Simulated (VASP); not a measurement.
Runs of VASP 6.6.1 on GaAs. The structure is that of space group F-43m (No. 216), or close to it. The cells are those of the table. 

| task | cell | gap on the mesh (eV) | pressure (GPa) |
| --- | --- | --- | --- |
| single point | a = 3.917 Å, angles 60.0°, 2 atoms | 0.99 | 8.9 |
| electric field gradients | a = 3.917 Å, angles 60.0°, 2 atoms | 0.99 | 8.9 |
| single point | a = 4.076 Å, angles 60.0°, 2 atoms | - | -0.4 |
| single point | a = 3.971 Å, angles 60.0°, 2 atoms | 0.67 | (a) |
| single point | a = 3.998 Å, angles 60.0°, 2 atoms | 0.52 | (b) |

Alike in all rows: level PBE; potentials or basis VASP PAW PBE potentials, release 64 (Ga_d, As); no spin polarisation; k mesh 10 × 10 × 10; cutoff (eV) 520; smearing fermi-dirac 0.08 eV.

Q: Fill in the values left out.

A: (a) 5.1; (b) 3.5.

A k mesh can miss the band edges, and the runs leave out spin-orbit coupling on As, Ga.
